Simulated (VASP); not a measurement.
# B2P: single point with BLYP

Crystal: B2P.

```
B P
1.0
     1.51512    0.87475    3.92488
    -1.51512    0.87475    3.92488
     0.00000   -1.74950    3.92488
B P
2 1
Direct
  0.42934 0.42934 0.42934
  0.57066 0.57066 0.57066
  0.00000 0.00000 0.00000
```

* Program: VASP 6.6.1
* Task: single point
* Functional: BLYP
* Potentials or basis: VASP PAW PBE potentials, release 64 (B, P)
* Cutoff: 520 eV
* k mesh: 10 × 10 × 10
* Occupations: fermi-dirac, width 0.05 eV
* Spin: no spin polarisation
* Dipole correction: no
* Further INCAR settings: ALGO = Normal; EDIFF = 1e-07; NBANDS = 12

* Pressure: 6.1 GPa
* Largest force: 0.352 eV/Å
* Band gap on the k mesh: zero (an odd number of electrons rules out a gap without spin polarisation)

Forces in eV/Å, atoms in the order of the input:
```
B    0.000  0.000  0.352
B    0.000  0.000 -0.352
P    0.000  0.000  0.000
```

Stress tensor (GPa, compression positive):
```
7.96 0.00 0.00
0.00 7.96 0.00
0.00 0.00 2.24
```

Levels at points of the mesh, in eV from the Fermi level:
| k point | band 1 | band 2 | band 3 | band 4 | band 5 | band 6 | band 7 | band 8 | band 9 | band 10 |
| --- | --- | --- | --- | --- | --- | --- | --- | --- | --- | --- |
| (0.00, 0.00, 0.00) | -15.66 | -6.57 | -6.51 | 0.00 | 0.00 | 3.13 | 3.13 | 6.03 | 6.03 | 6.62 |
| (0.50, 0.00, 0.00) | -11.60 | -10.01 | -5.38 | -2.81 | -2.34 | -2.23 | 0.67 | 1.74 | 5.93 | 8.22 |
| (0.50, 0.50, 0.00) | -11.38 | -9.31 | -6.52 | -5.71 | -3.21 | 0.06 | 3.77 | 3.99 | 6.88 | 7.82 |
| (0.50, 0.50, 0.50) | -15.00 | -10.77 | -0.88 | 0.79 | 0.79 | 1.01 | 1.01 | 6.20 | 7.60 | 8.03 |

It took 86 s on 1 thread of Intel Xeon 8259CL (shared host), peak memory 0.19 GiB.

Caveat: the cell stands under pressure; the PAW data sets were made with another functional, which shifts forces and pressure a little.
